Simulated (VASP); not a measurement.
# Ta4NiO11 (P1) in VASP: single point with PBE

Aim: the single point of Ta4NiO11 with PBE.

Everything below comes from runs of VASP 6.6.1. Logs are shortened: lines on timing, memory, paths and dates and some standing lists are left out, and cuts for length are marked.

**1. The cell of the first run**

The typed cell holds 16 atoms: a = 5.293 Å, b = 5.336 Å, c = 7.911 Å, α = 90.30°, β = 93.72°, γ = 90.45°.

**2. Single point, PBE, collinear spin, ferromagnetic start**

File INCAR:

```
SYSTEM = Ta4NiO11
PREC = Accurate
ENCUT = 520
EDIFF = 1E-6
ISMEAR = -1
SIGMA = 0.05
LREAL = Auto
LASPH = .TRUE.
NELM = 150
ALGO = Normal
ISIF = 2
LWAVE = .FALSE.
LCHARG = .FALSE.
ISPIN = 2
MAGMOM = 0 0 0 0 1 0 0 0 0 0 0 0 0 0 0 0
LORBIT = 11
LMAXMIX = 4
GGA = PE
NBANDS = 78
```

File KPOINTS:

```
Automatic mesh
0
G
  3 3 2
  0 0 0
```

File POSCAR:

```
Ta4NiO11
1.0
    5.2928500000     -0.0003200000     -0.0251800000
   -0.0419000000      5.3356900000      0.0234000000
   -0.4762000000     -0.0799900000      7.8960900000
Ta Ni O
4 1 11
Direct
    0.5226100000      0.4636400000      0.5184300000
    0.5553200000      0.5316300000      0.9808300000
    0.0233800000      0.9883200000      0.5096100000
    0.0491600000      0.0248400000      0.0168900000
    0.0653800000      0.5799800000      0.2689800000
    0.9671100000      0.9383400000      0.2389200000
    0.2100500000      0.2832400000      0.4299000000
    0.2728700000      0.7199500000      0.0614500000
    0.3388800000      0.2382000000      0.0368200000
    0.3066500000      0.7534100000      0.4587400000
    0.5010300000      0.4485800000      0.7499100000
    0.7056400000      0.1633200000      0.4873200000
    0.7330200000      0.8335800000      0.9406000000
    0.8528400000      0.3649700000      0.0789600000
    0.8188900000      0.6556100000      0.4758400000
    0.0771800000      0.0123900000      0.7468000000
```

Potentials or basis: VASP PAW PBE potentials, release 64 (Ta_pv, Ni, O).

The run is started by

```
cat potpaw_PBE.64/Ta_pv/POTCAR potpaw_PBE.64/Ni/POTCAR potpaw_PBE.64/O/POTCAR > POTCAR
mpirun -np 1 vasp_std > vasp.out
```

OUTCAR:

```text
SYSTEM = Ta4NiO11
   PREC = Accurate
   ENCUT = 520
   EDIFF = 1E-6
   ISMEAR = -1
   LREAL = Auto
   LASPH = .TRUE.
   NELM = 150
   ISIF = 2
   ISPIN = 2
   LORBIT = 11
   GGA = PE

 ion  position               nearest neighbor table
   1  0.523  0.464  0.518-  11 1.84  12 1.90  15 1.92  10 1.97   7 1.99   5 3.09
   2  0.555  0.532  0.981-  11 1.88  13 1.90  14 1.93   8 1.95   9 2.00
   3  0.023  0.988  0.510-  16 1.88  12 1.93   7 1.98  10 2.02  15 2.08   6 2.16   5 2.91
   4  0.049  0.025  0.017-   6 1.90   9 1.90  13 2.01   8 2.04  16 2.15  14 2.17   5 3.11
   5  0.065  0.580  0.269-   6 2.00  10 2.11  14 2.14   7 2.15   8 2.17  15 2.20   3 2.91   1 3.09
                             4 3.11
   6  0.967  0.938  0.239-   4 1.90   5 2.00   3 2.16
   7  0.210  0.283  0.430-   3 1.98   1 1.99   5 2.15
   8  0.273  0.720  0.061-   2 1.95   4 2.04   5 2.17
   9  0.339  0.238  0.037-   4 1.90   2 2.00
  10  0.307  0.753  0.459-   1 1.97   3 2.02   5 2.11
  11  0.501  0.449  0.750-   1 1.84   2 1.88
  12  0.706  0.163  0.487-   1 1.90   3 1.93
  13  0.733  0.834  0.941-   2 1.90   4 2.01
  14  0.853  0.365  0.079-   2 1.93   5 2.14   4 2.17
  15  0.819  0.656  0.476-   1 1.92   3 2.08   5 2.20
  16  0.077  0.012  0.747-   3 1.88   4 2.15

  LATTYP: Found a triclinic cell.
 ALAT       =     9.2280979160
 B/A-ratio  =     0.5735645582
 C/A-ratio  =     0.5782237977
 COS(alpha) =     0.0079336920
 COS(beta)  =     0.0090606262
 COS(gamma) =     0.5178917742

  Lattice vectors:

 A1 = (  -4.8166500000,   0.0803100000,  -7.8709100000)
 A2 = (  -5.2928500000,   0.0003200000,   0.0251800000)
 A3 = (  -0.0419000000,   5.3356900000,   0.0234000000)

Analysis of symmetry for initial positions (statically):
=====================================================================
 Subroutine PRICEL returns:
 Original cell was already a primitive cell.

 Routine SETGRP: Setting up the symmetry group for a
 triclinic supercell.

 Subroutine GETGRP returns: Found  1 space group operations
 (whereof  1 operations were pure point group operations)
 out of a pool of  2 trial point group operations.

The static configuration has the point symmetry C_1 .

Analysis of symmetry for dynamics (positions and initial velocities):
=====================================================================
 Subroutine PRICEL returns:
 Original cell was already a primitive cell.

 Routine SETGRP: Setting up the symmetry group for a
 triclinic supercell.

 Subroutine GETGRP returns: Found  1 space group operations
 (whereof  1 operations were pure point group operations)
 out of a pool of  2 trial point group operations.

The dynamic configuration has the point symmetry C_1 .

Analysis of structural, dynamic, and magnetic symmetry:
=====================================================================
 Subroutine PRICEL returns:
 Original cell was already a primitive cell.

 Routine SETGRP: Setting up the symmetry group for a
 triclinic supercell.

 Subroutine GETGRP returns: Found  1 space group operations
 (whereof  1 operations were pure point group operations)
 out of a pool of  2 trial point group operations.

The overall configuration has the point symmetry C_1 .

 Subroutine INISYM returns: Found  1 space group operations
 (whereof  1 operations are pure point group operations),
 and found     1 'primitive' translations

----------------------------------------------------------------------------------------

                                     Primitive cell

  volume of cell :     222.9393

  direct lattice vectors                    reciprocal lattice vectors
     5.292850000 -0.000320000 -0.025180000     0.188988506  0.001434037  0.011412108
    -0.041900000  5.335690000  0.023400000     0.000020368  0.187409014  0.001899744
    -0.476200000 -0.079990000  7.896090000     0.000602609 -0.000550812  0.126675722

  length of vectors
     5.292909905  5.335905822  7.910840798     0.189338185  0.187418643  0.126678353

  position of ions in fractional coordinates (direct lattice)
     0.522610000  0.463640000  0.518430000
     0.555320000  0.531630000  0.980830000
     0.023380000  0.988320000  0.509610000
     0.049160000  0.024840000  0.016890000
     0.065380000  0.579980000  0.268980000
     0.967110000  0.938340000  0.238920000
[... 8 lines left out ...]
     0.818890000  0.655610000  0.475840000
     0.077180000  0.012390000  0.746800000

  ion indices of the primitive-cell ions
   primitive index   ion index
                 1           1
                 2           2
                 3           3
                 4           4
                 5           5
                 6           6
[... 8 lines left out ...]
                15          15
                16          16

----------------------------------------------------------------------------------------

 KPOINTS: Automatic mesh

Automatic generation of k-mesh.
 Grid dimensions read from file:
 generate k-points for:    3    3    2

 Generating k-lattice:

  Cartesian coordinates                     Fractional coordinates (reciprocal lattice)
     0.062996169  0.000478012  0.003804036     0.333333333 -0.000000000  0.000000000
     0.000006789  0.062469671  0.000633248     0.000000000  0.333333333 -0.000000000
     0.000301304 -0.000275406  0.063337861    -0.000000000  0.000000000  0.500000000

  Length of vectors
     0.063112728  0.062472881  0.063339176

  Shift w.r.t. Gamma in fractional coordinates (k-lattice)
     0.000000000  0.000000000  0.000000000

 Subroutine IBZKPT returns following result:
 ===========================================

 Found     10 irreducible k-points:

 Following reciprocal coordinates:
            Coordinates               Weight
  0.000000  0.000000  0.000000      1.000000
  0.333333  0.000000 -0.000000      2.000000
 -0.000000  0.333333 -0.000000      2.000000
  0.333333  0.333333  0.000000      2.000000
 -0.333333  0.333333  0.000000      2.000000
  0.000000  0.000000  0.500000      1.000000
  0.333333 -0.000000  0.500000      2.000000
  0.000000  0.333333  0.500000      2.000000
  0.333333  0.333333  0.500000      2.000000
 -0.333333  0.333333  0.500000      2.000000
   k-points           NKPTS =     10   k-points in BZ     NKDIM =     10   number of bands    NBANDS=     78
   number of dos      NEDOS =    301   number of ions     NIONS =     16
   total plane-waves  NPLWV =  96000
   dimension x,y,z NGX =    40 NGY =   40 NGZ =   60
   dimension x,y,z NGXF=    80 NGYF=   80 NGZF=  120
   ions per type =               4   1  11
   NGX,Y,Z   is equivalent  to a cutoff of  12.56, 12.46, 12.61 a.u.
   NGXF,Y,Z  is equivalent  to a cutoff of  25.13, 24.92, 25.22 a.u.
 SYSTEM =  Ta4NiO11
   PREC   = accura    normal or accurate (medium, high low for compatibility)
   ISTART =      0    job   : 0-new  1-cont  2-samecut
   ICHARG =      2    charge: 1-file 2-atom 10-const
   ISPIN  =      2    spin polarized calculation?
   LNONCOLLINEAR =      F non collinear calculations
   LSORBIT =      F    spin-orbit coupling
   LASPH  =      T    aspherical Exc in radial PAW
   ENCUT  =  520.0 eV  38.22 Ry    6.18 a.u.   9.84  9.92 14.71*2*pi/ulx,y,z
   NELM   =    150;   NELMIN=  2; NELMDL= -5     # of ELM steps
   EDIFF  = 0.1E-05   stopping-criterion for ELM
   LREAL  =      T    real-space projection
   EDIFFG = 0.1E-04   stopping-criterion for IOM
   NSW    =      0    number of steps for IOM
   IBRION =     -1    ionic relax: 0-MD 1-quasi-New 2-CG
   NFREE  =      0    steps in history (QN), initial steepest desc. (CG)
   ISIF   =      2    stress and relaxation
   ISYM   =      2    0-nonsym 1-usesym 2-fastsym
   POTIM  = 0.5000    time-step for ionic-motion
   TEBEG  =    0.0;   TEEND  =   0.0 temperature during run
   PSTRESS=    0.0 pullay stress
   NELECT =     120.0000    total number of electrons
   NUPDOWN=      -1.0000    fix difference up-down
   EMIN   =  10.00;   EMAX   =-10.00  energy-range for DOS
   EFERMI =   0.00;   METHOD = LEGACY
   ISMEAR =    -1;   SIGMA  =   0.05  broadening in eV -4-tet -1-fermi 0-gaus
   EFERMI_NEDOS =   21; number of points for ismear=-14 and -15
   IALGO  =     38    algorithm
   IMIX   =      4    mixing-type and parameters
     AMIX     =   0.40;   BMIX     =  1.00
     AMIX_MAG =   1.60;   BMIX_MAG =  1.00
  volume/ion in A,a.u.               =      13.93        94.03
  Fermi-wavevector in a.u.,A,eV,Ry     =   1.331700  2.516548 24.128909  1.773425
  Thomas-Fermi vector in A             =   2.460691
   LORBIT       =     11    0 simple, 1 ext, 2 COOP (PROOUT), +10 PAW based schemes
   GGA     = PE    functional components
   LHFCALC =     F    Hartree Fock is set to
   AEXX    =    0.0000 exact exchange contribution
   IVDW    =     0    specifies the selected vdW correction
   LEPSILON=     F    determine dielectric tensor
   LRPA    =     F    only Hartree local field effects (RPA)
 spin polarized calculation
  energy-cutoff  :      520.00
  volume of cell :      222.94
 maximum number of plane-waves:      6012
   NGX = 19   NGY = 19   NGZ = 29

 number of electron     120.0000002 magnetization       0.6077530

 Free energy of the ion-electron system (eV)
  ---------------------------------------------------
  ext. energy  EPLUGINS =         0.00000000
  ---------------------------------------------------
  free energy    TOTEN  =      -145.79964117 eV

  energy without entropy =     -145.75941915  energy(sigma->0) =     -145.77953016

 E-fermi :   2.1983     XC(G=0):  -9.9179

 val. band max:        2.1559637255   @ k =  -0.3333   0.3333   0.5000
 cond. band min:       2.2157788080   @ k =   0.3333   0.3333   0.0000
 fundamental gap:      0.0598150825
 Fermi energy:         2.1983461101

 spin component 1

 k-point     1 :       0.0000    0.0000    0.0000
  band No.  band energies     occupation
      1     -33.6234      1.00000
      2     -33.4433      1.00000
      3     -33.3361      1.00000
      4     -33.3291      1.00000
      5     -33.3146      1.00000
      6     -33.2446      1.00000
[... 64 lines left out ...]
     71       6.5323      0.00000
     72       6.6627      0.00000
[... 673 lines left out ...]
     71       6.3040      0.00000
     72       6.3945      0.00000
 Fermi energy:         2.1983461101

 spin component 2

 k-point     1 :       0.0000    0.0000    0.0000
  band No.  band energies     occupation
      1     -33.6242      1.00000
      2     -33.4434      1.00000
      3     -33.3359      1.00000
      4     -33.3298      1.00000
      5     -33.3074      1.00000
      6     -33.2407      1.00000
[... 64 lines left out ...]
     71       6.5439      0.00000
     72       6.6744      0.00000
[... 673 lines left out ...]
     71       6.3109      0.00000
     72       6.4015      0.00000
 [bands above 72 left out]

------------------------ aborting loop because EDIFF is reached ----------------------------------------

  FORCE on cell =-STRESS in cart. coord.  units (eV):
  Direction    XX          YY          ZZ          XY          YZ          ZX
  --------------------------------------------------------------------------------------
  -------------------------------------------------------------------------------------
  Total        0.9475095      1.0523669      0.8551221      0.0674965     -0.0121225     -0.0077192
  in kB        6.8093798      7.5629495      6.1454277      0.4850709     -0.0871197     -0.0554749
  external PRESSURE =       6.8392524 kB  Pullay stress =       0.0000000 kB

 VOLUME and BASIS-vectors are now :
 -----------------------------------------------------------------------------
  energy-cutoff  :      520.00
  volume of cell :      222.94
      direct lattice vectors                 reciprocal lattice vectors
     5.292850000 -0.000320000 -0.025180000     0.188988506  0.001434037  0.011412108
    -0.041900000  5.335690000  0.023400000     0.000020368  0.187409014  0.001899744
    -0.476200000 -0.079990000  7.896090000     0.000602609 -0.000550812  0.126675722

 POSITION                                       TOTAL-FORCE (eV/Angst)
 -----------------------------------------------------------------------------------
      2.49979      2.43220      4.09126        -0.118652     -0.044035     -0.146790
      2.44988      2.75798      7.74318         0.034411     -0.116678      0.068635
     -0.16034      5.23260      4.04646         0.050229      0.024326     -0.124933
      0.25111      0.13117      0.13271        -0.055199      0.083746     -0.100892
      0.19366      3.07306      2.13582        -0.031597      0.028263      0.021004
      4.96568      4.98727      1.88414        -0.013991     -0.047586      0.086981
[... 8 lines left out ...]
      4.08020      3.45981      3.75200         0.105675      0.075993     -0.055736
      0.05236      0.00635      5.89515         0.008647     -0.017260      0.125582
 -----------------------------------------------------------------------------------
    total drift:                               -0.007515     -0.004450      0.003571

  FREE ENERGIE OF THE ION-ELECTRON SYSTEM (eV)
  ---------------------------------------------------
  free  energy   TOTEN  =      -145.7996411701 eV

  energy  without entropy=     -145.7594191536  energy(sigma->0) =     -145.77953016

 total charge

# of ion       s       p       d       tot
------------------------------------------
    1        0.367   6.346   2.233   8.946
    2        0.361   6.333   2.215   8.909
    3        0.344   6.330   2.095   8.768
    4        0.336   6.313   2.058   8.707
    5        0.298   0.357   8.235   8.889
    6        1.572   3.507   0.000   5.079
[... 8 lines left out ...]
   15        1.567   3.495   0.000   5.061
   16        1.568   3.464   0.000   5.032
--------------------------------------------------
tot         18.960  64.198  16.835  99.994

 magnetization (x)

# of ion       s       p       d       tot
------------------------------------------
    1       -0.000   0.000  -0.002  -0.002
    2       -0.000   0.000   0.001   0.001
    3        0.000   0.000   0.004   0.005
    4        0.000   0.000   0.010   0.011
    5        0.000   0.002   0.456   0.458
    6        0.003   0.059   0.000   0.062
[... 8 lines left out ...]
   15       -0.001  -0.013   0.000  -0.014
   16       -0.000  -0.000   0.000  -0.000
--------------------------------------------------
tot          0.008   0.105   0.469   0.582
```

Run time: 40 min. Hardware: 1 thread of Intel Xeon Platinum 8488C (Sapphire Rapids), shared host; peak memory 0.5 GiB.

Results:

```yaml
Free_energy: -145.7996 eV
Pressure: 0.7 GPa
Largest_force: 0.194 eV/Å
Net_moment: 0.61 μB per cell
Site_moments: Ta -0.00, +0.00, +0.01 (each value once); Ni +0.46; O +0.06, +0.03, -0.03, +0.00, +0.04, -0.00, +0.02, -0.01 (each value once) μB
Valence_electrons_inside_the_program's_atomic_spheres: Ta 8.95, 8.91, 8.77, 8.71; Ni 8.89; O 5.08, 5.07, 5.06, 5.13, 5.10, 5.03 (each value once)
```

Forces on the atoms (eV/Å):
```
Ta  -0.119 -0.044 -0.147
Ta   0.034 -0.117  0.069
Ta   0.050  0.024 -0.125
Ta  -0.055  0.084 -0.101
Ni  -0.032  0.028  0.021
O   -0.014 -0.048  0.087
O   -0.030 -0.013 -0.008
O   -0.089  0.023  0.100
O    0.054  0.018  0.014
O    0.030  0.028  0.006
O   -0.017 -0.027  0.044
O    0.000 -0.068 -0.011
O    0.009  0.085 -0.036
O    0.065 -0.034  0.017
O    0.106  0.076 -0.056
O    0.009 -0.017  0.126
```

Levels at points of the mesh, in eV from the Fermi level:
Spin up:
| k point | band 56 | band 57 | band 58 | band 59 | band 60 | band 61 | band 62 | band 63 | band 64 | band 65 |
| --- | --- | --- | --- | --- | --- | --- | --- | --- | --- | --- |
| (0.00, 0.00, 0.00) | -1.58 | -1.03 | -0.88 | -0.82 | -0.34 | 0.21 | 1.84 | 1.97 | 2.36 | 2.58 |
| (0.00, 0.00, 0.50) | -1.57 | -1.02 | -0.88 | -0.82 | -0.32 | 0.22 | 1.83 | 1.97 | 2.44 | 2.77 |
Spin down:
```
           k point  band 58  band 59  band 60  band 61  band 62  band 63
(0.00, 0.00, 0.00)    -0.68    -0.61     0.08     0.96     1.85     1.98
(0.00, 0.00, 0.50)    -0.69    -0.62     0.09     0.97     1.84     1.98
```

Caveat: the k points lie up to 0.40 Å⁻¹ apart; spin-orbit coupling is left out, which moves the levels of the heavy elements; a cell with one magnetic atom can't hold antiferromagnetic order, which such compounds often take; semilocal functionals often make such compounds metallic where correlation or magnetic order opens a gap, which also shifts bond lengths.
